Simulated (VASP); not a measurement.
Input of a VASP 6.6.1 run:

INCAR

```
PREC = Accurate ; ENCUT = 520
EDIFF = 1E-7 ; ISMEAR = 0
SIGMA = 0.2 ; LREAL = F
LASPH = T ; NELM = 60
ALGO = Normal ; ISIF = 2
LWAVE = F ; LCHARG = F
GGA = PE ; NBANDS = 40
```

The input KPOINTS:

```
Automatic mesh
0
Gamma
  3 3 3
```

The input POSCAR:

```
Al2Ga3Sb3
1.0
    3.0405509216      1.7554628931      6.9202299474
   -3.0405509216      1.7554628931      6.9202299474
    0.0000000000     -3.5109257862      6.9202299474
Al Ga Sb
2 3 3
Direct
    0.0580338943      0.0580338943      0.0580338943
    0.9419661057      0.9419661057      0.9419661057
    0.5000000000      0.5000000000      0.0000000000
    0.0000000000      0.5000000000      0.5000000000
    0.5000000000      0.0000000000      0.5000000000
    0.0000000000      0.0000000000      0.5000000000
    0.5000000000      0.0000000000      0.0000000000
    0.0000000000      0.5000000000      0.0000000000
```

Potentials or basis: VASP PAW PBE potentials, release 64 (Al, Ga_d, Sb).

Launch:

```bash
$ cat potpaw_PBE.64/Al/POTCAR potpaw_PBE.64/Ga_d/POTCAR potpaw_PBE.64/Sb/POTCAR > POTCAR
$ mpirun -np 1 vasp_std > vasp.out
```

(1) Estimate the largest force.

(2) What does it give for the band gap on the k mesh?

(3) What does it give for the pressure?

## Answers

(1) 0.011 eV/Å.

(2) zero (bands 30 and 31 overlap by 1.41 eV).

(3) 0.1 GPa.

Caveat: the k points lie up to 0.41 Å⁻¹ apart, too coarse for converged energies and pressures of a metal; spin-orbit coupling is left out, which moves the levels of the heavy elements.
